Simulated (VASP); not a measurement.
The system is CaO.

```xyz
2
Lattice="0.0000 2.3874 2.3874 2.3874 0.0000 2.3874 2.3874 2.3874 0.0000" Properties=species:S:1:pos:R:3 pbc="T T T"
Ca    0.0000    0.0000    0.0000
O     2.3874    2.3874    2.3874
```

Base run:

```yaml
Program: VASP 6.6.1
Functional: PBE
Potentials_or_basis: VASP PAW PBE potentials, release 64 (Ca_sv, O)
Cutoff: 520 eV
k_mesh: 10 × 10 × 10
Occupations: fermi-dirac, width 0.05 eV
Spin: no spin polarisation
```

Its results: band gap on the k mesh 3.63 eV (least direct gap 4.00 eV); pressure 4.6 GPa.

Question: After a change of settings the same cell gave: band gap on the k mesh 4.18 eV (least direct gap 4.55 eV); pressure 1.0 GPa. Which change was it?
A. functional from PBE to BLYP
B. functional from PBE to b88 exchange, pbe correlation; cutoff from 520 eV to 600 eV; further incar settings from ALGO = Normal; EDIFF = 1e-07; NBANDS = 15 to ALGO = Normal; EDIFF = 1e-06; NBANDS = 15
C. functional from PBE to r2SCAN; dispersion from none to D3(BJ)
D. functional from PBE to PBEsol; dispersion from none to D4

Answer: C.

Caveats: the cell stands under pressure (at least some runs); the PAW data sets were made with another functional, which shifts forces and pressure a little (at least some runs).
